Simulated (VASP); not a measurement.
BeTe:

```xyz
2
Lattice="0.0000 2.8286 2.7426 2.8286 0.0000 2.7426 2.8286 2.8286 0.0000" Properties=species:S:1:pos:R:3 pbc="T T T"
Be    0.0000    0.0000    0.0000
Te    1.4143    1.4143    1.3713
```

This cell differs from its parent crystal: uniaxial z strain -3.0%.

Base run:

- Program: VASP 6.6.1
- Functional: r2SCAN
- Potentials or basis: VASP PAW PBE potentials, release 64 (Be, Te)
- Cutoff: 520 eV
- k mesh: 8 × 8 × 8
- Occupations: gaussian, width 0.01 eV
- Spin: no spin polarisation

Its results: band gap on the k mesh 2.03 eV (least direct gap 3.85 eV); pressure 2.1 GPa.

Question: The run is repeated on the same cell with these changes: functional from r2SCAN to PBE; occupations from gaussian, width 0.01 eV to fermi-dirac, width 0.02 eV. What comes out?

Answer: Band gap on the k mesh 1.69 eV (least direct gap 3.45 eV); pressure 2.2 GPa.

Caveats: spin-orbit coupling is left out, which moves the levels of the heavy elements; the PAW data sets were made with another functional, which shifts forces and pressure a little (at least some runs).

A k mesh can miss the band edges.
